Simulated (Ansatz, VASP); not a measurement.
# Ti: VASP beside Ansatz

INCAR

```
SYSTEM = Ti
PREC = Accurate
ENCUT = 500
EDIFF = 1E-7
ISMEAR = -1
SIGMA = 0.15
LREAL = .FALSE.
LASPH = .TRUE.
NELM = 120
ALGO = Normal
ISIF = 3
LWAVE = .FALSE.
LCHARG = .FALSE.
IBRION = 2
NSW = 80
EDIFFG = -0.01
GGA_COMPAT = .FALSE.
NELMIN = 4
```

KPOINTS

```
regular mesh
0
G
  12 12 12
  0 0 0
```

File POSCAR:

```
Ti
1.0
   -1.6410000000      1.6410000000      1.6410000000
    1.6410000000     -1.6410000000      1.6410000000
    1.6410000000      1.6410000000     -1.6410000000
Ti
1
Direct
    0.0000000000      0.0000000000      0.0000000000
```

Input for Ansatz:

```yaml
crystal:
  lattice:
    bravais: bcc
    a: 3.282
  space_group: 229
  atoms:
    - { symbol: Ti, position: [0.0, 0.0, 0.0] }
  reduce_to_primitive: true
kpoints:
  mp_grid:
    grid: [12, 12, 12]
hamiltonian:
  xc: lda
  dispersion: none
scf:
  occupations:
    method: fermi_dirac
    width: 0.15
relax:
  f_tol: 0.01
  cell: {}
```

Alike in both runs: task relaxation of cell and atoms; functional LDA; k mesh 12 × 12 × 12; occupations fermi-dirac, width 0.15 eV; no spin polarisation.

```csv
,VASP,Ansatz
version,VASP 6.6.1,Ansatz 0.2.0
potentials or method,"VASP PAW LDA potentials, release 64 (Ti_sv)","plane waves, PAW"
plane-wave cutoff (eV),500,420
valence electrons in the cell,12,12
```

|  | VASP | Ansatz | Ansatz less VASP |
| --- | --- | --- | --- |
| relaxed volume (Å³/atom) | 15.97 | 15.98 | +0.013 |
| relaxed cell length with the largest relative difference (Å) | 2.748 | 2.748 | +0.0007 |

LDA's correlation is that of Perdew and Zunger in VASP and of Perdew and Wang (1992) in Ansatz.
